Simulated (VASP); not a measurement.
# TaSiO4 (F-43m) in VASP: a series of runs

Runs on TaSiO4. Level: PBE. Tasks: single point, relaxation of cell and atoms.

Program: VASP 6.6.1. These are calculated values, not measurements. Logs are shortened: lines on timing, memory, paths and dates and some standing lists are left out, and cuts for length are marked.

## Step 1: The cell of the first run

The structure is cubic, space group F-43m (No. 216). The conventional cell has a = 6.218 Å, b = 6.218 Å, c = 6.218 Å, α = 90.00°, β = 90.00°, γ = 90.00°. Ta (site symmetry -43m) has 12 O at 2.58 Å and 4 Si at 2.69 Å within 3.4 Å. Si (site symmetry -43m) has 12 O at 2.58 Å and 4 Ta at 2.69 Å within 3.4 Å. O (site symmetry 3m) has 6 O at 2.18 to 2.22 Å and 3 Ta at 2.58 Å and 3 Si at 2.58 Å within 2.9 Å.

## Step 2: Single point, PBE

File INCAR:

```
SYSTEM = TaSiO4
PREC = Accurate
ENCUT = 520
EDIFF = 1E-6
ISMEAR = 0
SIGMA = 0.1
LREAL = .False.
LASPH = .True.
NELM = 80
ALGO = Normal
ISIF = 2
LWAVE = .False.
LCHARG = .True.
GGA = PE
LELF = .True.
LVHAR = .True.
NBANDS = 28
```

File KPOINTS:

```
regular mesh
0
Gamma
  6 6 6
  0 0 0
```

File POSCAR:

```
TaSiO4
1.0
    0.0000000000      3.1088989894      3.1088989894
    3.1088989894      0.0000000000      3.1088989894
    3.1088989894      3.1088989894      0.0000000000
Ta Si O
1 1 4
Direct
    0.7500000000      0.7500000000      0.7500000000
    0.0000000000      0.0000000000      0.0000000000
    0.3763080120      0.8710759641      0.3763080120
    0.3763080120      0.3763080120      0.8710759641
    0.3763080120      0.3763080120      0.3763080120
    0.8710759641      0.3763080120      0.3763080120
```

Potentials or basis: VASP PAW PBE potentials, release 64 (Ta_pv, Si, O).

Run with:

```console
> cat potpaw_PBE.64/Ta_pv/POTCAR potpaw_PBE.64/Si/POTCAR potpaw_PBE.64/O/POTCAR > POTCAR
> mpirun -np 1 vasp_std > vasp.out
```

OUTCAR:

```text
SYSTEM = TaSiO4
   PREC = Accurate
   ENCUT = 520
   EDIFF = 1E-6
   ISMEAR = 0
   LREAL = .False.
   LASPH = .True.
   NELM = 80
   ISIF = 2
   GGA = PE

 ion  position               nearest neighbor table
   1  0.750  0.750  0.750-   3 2.58   4 2.58   6 2.58   5 2.58   5 2.58   5 2.58   3 2.58   3 2.58
                             6 2.58   4 2.58   4 2.58   6 2.58   2 2.69   2 2.69   2 2.69   2 2.69
   2  0.000  0.000  0.000-   1 2.69   1 2.69   1 2.69   1 2.69
   3  0.376  0.871  0.376-   1 2.58   1 2.58   1 2.58
   4  0.376  0.376  0.871-   1 2.58   1 2.58   1 2.58
   5  0.376  0.376  0.376-   1 2.58   1 2.58   1 2.58
   6  0.871  0.376  0.376-   1 2.58   1 2.58   1 2.58

  LATTYP: Found a face centered cubic cell.
 ALAT       =     6.2177979788

  Lattice vectors:

 A1 = (   0.0000000000,   3.1088989894,   3.1088989894)
 A2 = (   3.1088989894,   0.0000000000,   3.1088989894)
 A3 = (   3.1088989894,   3.1088989894,   0.0000000000)

Analysis of symmetry for initial positions (statically):
[... 5 lines left out ...]
 face centered cubic supercell.

 Subroutine GETGRP returns: Found 24 space group operations
 (whereof 24 operations were pure point group operations)
 out of a pool of 48 trial point group operations.

The static configuration has the point symmetry T_d .

Analysis of symmetry for dynamics (positions and initial velocities):
[... 5 lines left out ...]
 face centered cubic supercell.

 Subroutine GETGRP returns: Found 24 space group operations
 (whereof 24 operations were pure point group operations)
 out of a pool of 48 trial point group operations.

The dynamic configuration has the point symmetry T_d .

 Subroutine INISYM returns: Found 24 space group operations
 (whereof 24 operations are pure point group operations),
 and found     1 'primitive' translations

----------------------------------------------------------------------------------------

                                     Primitive cell

  volume of cell :      60.0966

  direct lattice vectors                    reciprocal lattice vectors
     0.000000000  3.108898989  3.108898989    -0.160828641  0.160828641  0.160828641
     3.108898989  0.000000000  3.108898989     0.160828641 -0.160828641  0.160828641
     3.108898989  3.108898989  0.000000000     0.160828641  0.160828641 -0.160828641

  length of vectors
     4.396647115  4.396647115  4.396647115     0.278563378  0.278563378  0.278563378

  position of ions in fractional coordinates (direct lattice)
     0.750000000  0.750000000  0.750000000
     0.000000000  0.000000000  0.000000000
     0.376308012  0.871075964  0.376308012
     0.376308012  0.376308012  0.871075964
     0.376308012  0.376308012  0.376308012
     0.871075964  0.376308012  0.376308012

  ion indices of the primitive-cell ions
   primitive index   ion index
                 1           1
                 2           2
                 3           3
                 4           4
                 5           5
                 6           6

----------------------------------------------------------------------------------------

 KPOINTS: regular mesh

Automatic generation of k-mesh.
 Grid dimensions read from file:
 generate k-points for:    6    6    6

 Generating k-lattice:

  Cartesian coordinates                     Fractional coordinates (reciprocal lattice)
    -0.026804774  0.026804774  0.026804774     0.166666667  0.000000000  0.000000000
     0.026804774 -0.026804774  0.026804774     0.000000000  0.166666667  0.000000000
     0.026804774  0.026804774 -0.026804774     0.000000000  0.000000000  0.166666667

  Length of vectors
     0.046427230  0.046427230  0.046427230

  Shift w.r.t. Gamma in fractional coordinates (k-lattice)
     0.000000000  0.000000000  0.000000000

 Subroutine IBZKPT returns following result:
 ===========================================

 Found     16 irreducible k-points:

 Following reciprocal coordinates:
            Coordinates               Weight
  0.000000  0.000000  0.000000      1.000000
  0.166667  0.000000  0.000000      8.000000
  0.333333  0.000000  0.000000      8.000000
  0.500000  0.000000  0.000000      4.000000
  0.166667  0.166667  0.000000      6.000000
  0.333333  0.166667  0.000000     24.000000
[... 8 lines left out ...]
 -0.333333  0.333333  0.166667     24.000000
 -0.333333  0.500000  0.166667     12.000000
   k-points           NKPTS =     16   k-points in BZ     NKDIM =     16   number of bands    NBANDS=     28
   number of dos      NEDOS =    301   number of ions     NIONS =      6
   total plane-waves  NPLWV =  46656
   dimension x,y,z NGX =    36 NGY =   36 NGZ =   36
   dimension x,y,z NGXF=    72 NGYF=   72 NGZF=   72
   ions per type =               1   1   4
   NGX,Y,Z   is equivalent  to a cutoff of  13.61, 13.61, 13.61 a.u.
   NGXF,Y,Z  is equivalent  to a cutoff of  27.22, 27.22, 27.22 a.u.
 SYSTEM =  TaSiO4
   PREC   = accura    normal or accurate (medium, high low for compatibility)
   ISTART =      0    job   : 0-new  1-cont  2-samecut
   ICHARG =      2    charge: 1-file 2-atom 10-const
   ISPIN  =      1    spin polarized calculation?
   LNONCOLLINEAR =      F non collinear calculations
   LSORBIT =      F    spin-orbit coupling
   LASPH  =      T    aspherical Exc in radial PAW
   ENCUT  =  520.0 eV  38.22 Ry    6.18 a.u.   8.17  8.17  8.17*2*pi/ulx,y,z
   NELM   =     80;   NELMIN=  2; NELMDL= -5     # of ELM steps
   EDIFF  = 0.1E-05   stopping-criterion for ELM
   LREAL  =      F    real-space projection
   EDIFFG = 0.1E-04   stopping-criterion for IOM
   NSW    =      0    number of steps for IOM
   IBRION =     -1    ionic relax: 0-MD 1-quasi-New 2-CG
   NFREE  =      0    steps in history (QN), initial steepest desc. (CG)
   ISIF   =      2    stress and relaxation
   ISYM   =      2    0-nonsym 1-usesym 2-fastsym
   POTIM  = 0.5000    time-step for ionic-motion
   TEBEG  =    0.0;   TEEND  =   0.0 temperature during run
   PSTRESS=    0.0 pullay stress
   NELECT =      39.0000    total number of electrons
   NUPDOWN=      -1.0000    fix difference up-down
   EMIN   =  10.00;   EMAX   =-10.00  energy-range for DOS
   EFERMI =   0.00;   METHOD = LEGACY
   ISMEAR =     0;   SIGMA  =   0.10  broadening in eV -4-tet -1-fermi 0-gaus
   EFERMI_NEDOS =   21; number of points for ismear=-14 and -15
   IALGO  =     38    algorithm
   IMIX   =      4    mixing-type and parameters
     AMIX     =   0.40;   BMIX     =  1.00
     AMIX_MAG =   1.60;   BMIX_MAG =  1.00
  volume/ion in A,a.u.               =      10.02        67.59
  Fermi-wavevector in a.u.,A,eV,Ry     =   1.417359  2.678419 27.332819  2.008906
  Thomas-Fermi vector in A             =   2.538597
   LORBIT       =      0    0 simple, 1 ext, 2 COOP (PROOUT), +10 PAW based schemes
   GGA     = PE    functional components
   LHFCALC =     F    Hartree Fock is set to
   AEXX    =    0.0000 exact exchange contribution
   IVDW    =     0    specifies the selected vdW correction
   LEPSILON=     F    determine dielectric tensor
   LRPA    =     F    only Hartree local field effects (RPA)
 non-spin polarized calculation
 Gauss-broadening in eV      SIGMA  =   0.10
  energy-cutoff  :      520.00
  volume of cell :       60.10
 maximum number of plane-waves:      1639
 NGX is ok and might be reduce to    36
   NGX = 17   NGY = 17   NGZ = 17

 number of electron      39.0000000 magnetization

 Free energy of the ion-electron system (eV)
  ---------------------------------------------------
  ext. energy  EPLUGINS =         0.00000000
  ---------------------------------------------------
  free energy    TOTEN  =       -32.81122096 eV

  energy without entropy =      -32.78259502  energy(sigma->0) =      -32.79690799

 E-fermi :   6.4625     XC(G=0): -12.3141

 val. band max:        6.4608645553   @ k =   0.5000   0.3333   0.1667
 cond. band min:       6.5438221760   @ k =   0.3333   0.1667   0.0000
 fundamental gap:      0.0829576206
 Fermi energy:         6.4625412998

 k-point     1 :       0.0000    0.0000    0.0000
  band No.  band energies     occupation
      1     -29.2711      2.00000
      2     -29.2711      2.00000
      3     -29.2711      2.00000
      4     -14.4892      2.00000
      5     -10.4873      2.00000
      6     -10.4873      2.00000
[... 20 lines left out ...]
     27      11.6051      0.00000
     28      11.6051      0.00000

 k-point     2 :       0.1667    0.0000    0.0000
  band No.  band energies     occupation
      1     -29.2773      2.00000
      2     -29.2719      2.00000
      3     -29.2719      2.00000
      4     -14.3102      2.00000
      5     -10.7935      2.00000
      6     -10.5102      2.00000
[... 20 lines left out ...]
     27      11.8041      0.00000
     28      11.8041      0.00000

 k-point     3 :       0.3333    0.0000    0.0000
  band No.  band energies     occupation
      1     -29.2897      2.00000
      2     -29.2734      2.00000
      3     -29.2734      2.00000
      4     -13.8491      2.00000
      5     -11.4869      2.00000
      6     -10.5561      2.00000
[... 20 lines left out ...]
     27      12.1897      0.00000
     28      12.1897      0.00000

 k-point     4 :       0.5000    0.0000    0.0000
  band No.  band energies     occupation
      1     -29.2958      2.00000
      2     -29.2742      2.00000
      3     -29.2742      2.00000
      4     -13.4960      2.00000
      5     -11.9464      2.00000
      6     -10.5789      2.00000
[... 330 lines left out ...]
     27      11.5099      0.00000
     28      12.0266      0.00000

 k-point    15 :      -0.3333    0.3333    0.1667
  band No.  band energies     occupation
      1     -29.2902      2.00000
      2     -29.2836      2.00000
      3     -29.2777      2.00000
      4     -13.1188      2.00000
      5     -12.2780      2.00000
      6     -10.7060      2.00000
[... 20 lines left out ...]
     27      11.0489      0.00000
     28      12.0584      0.00000

 k-point    16 :      -0.3333    0.5000    0.1667
  band No.  band energies     occupation
      1     -29.2906      2.00000
      2     -29.2833      2.00000
      3     -29.2800      2.00000
      4     -12.7987      2.00000
      5     -12.6216      2.00000
      6     -10.6832      2.00000
[... 20 lines left out ...]
     27      11.2089      0.00000
     28      11.9988      0.00000

------------------------ aborting loop because EDIFF is reached ----------------------------------------

  FORCE on cell =-STRESS in cart. coord.  units (eV):
  Direction    XX          YY          ZZ          XY          YZ          ZX
  --------------------------------------------------------------------------------------
  -------------------------------------------------------------------------------------
  Total       -0.0504527     -0.0504527     -0.0504527     -0.0000000     -0.0000000      0.0000000
  in kB       -1.3450719     -1.3450719     -1.3450719     -0.0000000     -0.0000000      0.0000000
  external PRESSURE =      -1.3450719 kB  Pullay stress =       0.0000000 kB

 VOLUME and BASIS-vectors are now :
 -----------------------------------------------------------------------------
  energy-cutoff  :      520.00
  volume of cell :       60.10
      direct lattice vectors                 reciprocal lattice vectors
     0.000000000  3.108898989  3.108898989    -0.160828641  0.160828641  0.160828641
     3.108898989  0.000000000  3.108898989     0.160828641 -0.160828641  0.160828641
     3.108898989  3.108898989  0.000000000     0.160828641  0.160828641 -0.160828641

 POSITION                                       TOTAL-FORCE (eV/Angst)
 -----------------------------------------------------------------------------------
      4.66335      4.66335      4.66335        -0.000000     -0.000000     -0.000000
      0.00000      0.00000      0.00000        -0.000000     -0.000000     -0.000000
      3.87799      2.33981      3.87799         0.000000     -0.000000      0.000000
      3.87799      3.87799      2.33981         0.000000      0.000000     -0.000000
      2.33981      2.33981      2.33981        -0.000000     -0.000000     -0.000000
      2.33981      3.87799      3.87799        -0.000000      0.000000      0.000000
 -----------------------------------------------------------------------------------
    total drift:                               -0.000001     -0.000001     -0.000001

  FREE ENERGIE OF THE ION-ELECTRON SYSTEM (eV)
  ---------------------------------------------------
  free  energy   TOTEN  =       -32.8112209639 eV

  energy  without entropy=      -32.7825950227  energy(sigma->0) =      -32.79690799
```

Wall time 53 s (1 thread of Intel Xeon Platinum 8259CL at 2.50GHz (Skylake/Cascade Lake), shared host); peak memory 0.21 GiB.

Results:

```yaml
Free_energy: -32.8112 eV
Pressure: -0.1 GPa
```

Caveat: spin-orbit coupling is left out, which moves the levels of the heavy elements; an odd number of electrons without spin polarisation forces a metal; a magnetic or distorted state may lie lower.

## Step 3: Single point, PBE

This run uses another cell than the first one, of 10.58 Å³/atom, 1.057 times its volume.

File INCAR:

```
SYSTEM = TaSiO4
PREC     = Accurate       ! precision mode
ENCUT    = 520            ! plane-wave cutoff, eV
EDIFF    = 1E-7           ! SCF threshold, eV
ISMEAR   = 0              ! smearing method
SIGMA    = 0.1            ! smearing width, eV
LREAL    = .FALSE.        ! projectors in reciprocal space
LASPH    = .TRUE.         ! aspherical terms in the spheres
NELM     = 60             ! most SCF steps
ALGO     = Normal         ! electronic algorithm
ISIF     = 2              ! what is computed and relaxed
LWAVE    = .FALSE.        ! write WAVECAR
LCHARG   = .FALSE.        ! write CHGCAR
GGA      = PE             ! functional
NBANDS   = 28             ! bands
```

File KPOINTS:

```
regular mesh
0
G
  6 6 6
  0 0 0
```

File POSCAR:

```
TaSiO4
1.0
    0.0000000000      3.1664547400      3.1664547400
    3.1664547400      0.0000000000      3.1664547400
    3.1664547400      3.1664547400      0.0000000000
Ta Si O
1 1 4
Direct
    0.7500000000      0.7500000000      0.7500000000
    0.0000000000      0.0000000000      0.0000000000
    0.3741004100      0.8776987800      0.3741004100
    0.3741004100      0.3741004100      0.8776987800
    0.3741004100      0.3741004100      0.3741004100
    0.8776987800      0.3741004100      0.3741004100
```

Potentials or basis: VASP PAW PBE potentials, release 64 (Ta_pv, Si, O).

Run with:

```console
> cat potpaw_PBE.64/Ta_pv/POTCAR potpaw_PBE.64/Si/POTCAR potpaw_PBE.64/O/POTCAR > POTCAR
> mpirun -np 1 vasp_std > vasp.out
```

Wall time 56 s (1 thread of Intel Xeon Platinum 8259CL at 2.50GHz (Skylake/Cascade Lake), shared host); peak memory 0.2 GiB.

The run converged. Its results:

| Property | Result |
| --- | --- |
| Free energy | -32.6869 eV |
| Pressure | -9.0 GPa |
| Largest force | 0.532 eV/Å |

Forces in eV/Å, atoms in the order of the input:
```
Ta   0.000  0.000  0.000
Si   0.000  0.000  0.000
O   -0.307  0.307 -0.307
O   -0.307 -0.307  0.307
O    0.307  0.307  0.307
O    0.307 -0.307 -0.307
```

Levels at points of the mesh, in eV from the Fermi level:
```csv
k point,band 16,band 17,band 18,band 19,band 20,band 21,band 22,band 23,band 24,band 25
"(0.00, 0.00, 0.00)",-0.49,-0.49,-0.48,-0.48,-0.48,0.82,0.82,0.82,2.98,2.98
"(0.50, 0.00, 0.00)",-3.01,-2.24,-0.44,0.32,0.32,0.74,0.77,0.77,2.27,2.27
"(0.50, 0.50, 0.00)",-2.70,-2.70,-1.18,-0.38,-0.38,0.26,0.40,0.40,2.35,2.82
```

Caveat: spin-orbit coupling is left out, which moves the levels of the heavy elements; an odd number of electrons without spin polarisation forces a metal; a magnetic or distorted state may lie lower.

## Step 4: Single point, PBE

File INCAR:

```
SYSTEM = TaSiO4
PREC = Accurate
ENCUT = 520
EDIFF = 1E-7
ISMEAR = 0
SIGMA = 0.1
LREAL = .False.
LASPH = .True.
NELM = 100
ALGO = Normal
ISIF = 2
LWAVE = .False.
LCHARG = .False.
GGA = PE
NBANDS = 28
```

File KPOINTS:

```
Automatic mesh
0
Gamma
  10 10 10
  0 0 0
```

File POSCAR:

```
TaSiO4
1.0
    0.0000000000      3.1088989894      3.1088989894
    3.1088989894      0.0000000000      3.1088989894
    3.1088989894      3.1088989894      0.0000000000
Ta Si O
1 1 4
Direct
    0.2500000000      0.2500000000      0.2500000000
    0.0000000000      0.0000000000      0.0000000000
    0.1289240359      0.6236919880      0.6236919880
    0.6236919880      0.6236919880      0.6236919880
    0.6236919880      0.1289240359      0.6236919880
    0.6236919880      0.6236919880      0.1289240359
```

Run with:

```console
> cat potpaw_PBE.64/Ta_pv/POTCAR potpaw_PBE.64/Si/POTCAR potpaw_PBE.64/O/POTCAR > POTCAR
> mpirun -np 1 vasp_std > vasp.out
```

It took 2.3 min on 1 thread of Intel Xeon Platinum 8259CL at 2.50GHz (Skylake/Cascade Lake), shared host; peak memory 0.25 GiB.

The run converged. Its results:

* Free energy: -32.8023 eV
* Pressure: -0.1 GPa
* Largest force: 0.015 eV/Å

Forces on the atoms (eV/Å):
```
Ta   0.000  0.000  0.000
Si   0.000  0.000  0.000
O   -0.009  0.009  0.009
O   -0.009 -0.009 -0.009
O    0.009 -0.009  0.009
O    0.009  0.009 -0.009
```

Levels at points of the mesh, in eV from the Fermi level:
```csv
k point,band 18,band 19,band 20,band 21,band 22,band 23
"(0.00, 0.00, 0.00)",-0.51,-0.51,-0.51,0.92,0.92,0.92
"(0.50, 0.00, 0.00)",-0.47,0.35,0.35,0.81,0.81,0.81
"(0.50, 0.50, 0.00)",-1.23,-0.41,-0.41,0.31,0.42,0.42
```

Caveat: spin-orbit coupling is left out, which moves the levels of the heavy elements; an odd number of electrons without spin polarisation forces a metal; a magnetic or distorted state may lie lower.

(Part 1 of 2 ends here.)
